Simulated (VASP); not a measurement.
Wanted: the native input for a VASP 6.6.1 run.

```
Task                   : relaxation of the atoms
Functional             : PBE
Potentials or basis    : VASP PAW PBE potentials, release 64 (Ta_pv, N)
Cutoff                 : 520 eV
k mesh                 : 12 × 12 × 1
Occupations            : gaussian, width 0.1 eV
Spin                   : no spin polarisation
Dipole correction      : yes
Further INCAR settings : ALGO = Fast; EDIFF = 1e-07; IBRION = 2; EDIFFG = -0.02; NSW = 80
```

The structure of Ta5N4 lies in POSCAR:

```
Ta5N4
1.0
    2.9501846799      0.0000000000      0.0000000000
   -1.4750923400      2.5549348787      0.0000000000
    0.0000000000      0.0000000000     26.5910864072
Ta N
5 4
Direct
    0.3333333333      0.6666666667      0.2820494013
    0.3333333333      0.6666666667      0.3910247006
    0.3333333333      0.6666666667      0.5000000000
    0.3333333333      0.6666666667      0.6089752994
    0.3333333333      0.6666666667      0.7179505987
    0.0000000000      0.0000000000      0.3365370509
    0.0000000000      0.0000000000      0.4455123503
    0.0000000000      0.0000000000      0.5544876497
    0.0000000000      0.0000000000      0.6634629491
```

These files were run (other wordings do the same):

INCAR

```
  PREC = Accurate
  ENCUT = 520
  EDIFF = 1E-7
  ISMEAR = 0
  SIGMA = 0.1
  LREAL = False
  LASPH = True
  NELM = 60
  ALGO = Fast
  ISIF = 2
  LWAVE = False
  LCHARG = False
  LDIPOL = True
  IDIPOL = 3
  DIPOL = 0.5 0.5 0.500
  GGA = PE
  IBRION = 2
  NSW = 80
  EDIFFG = -0.02
```

KPOINTS

```
regular mesh
0
Gamma
  12 12 1
```

Potentials or basis: VASP PAW PBE potentials, release 64 (Ta_pv, N).

The run is started by

```sh
$ cat potpaw_PBE.64/Ta_pv/POTCAR potpaw_PBE.64/N/POTCAR > POTCAR
$ mpirun -np 1 vasp_std > vasp.out
```

It gave:

| Item | Value |
| --- | --- |
| Energy gained by relaxing | 1.3 meV/atom |
| Ionic steps | 7 |
| Largest force after relaxing | 0.015 eV/Å |
| Band gap on the k mesh | zero (an odd number of electrons rules out a gap without spin polarisation) |

Caveat: spin-orbit coupling is left out, which moves the levels of the heavy elements; an odd number of electrons without spin polarisation forces a metal; a magnetic or distorted state may lie lower.

Wall time 41 min on 1 thread of Oxide Virtual Turin-like Processor (shared host), peak memory 0.39 GiB.
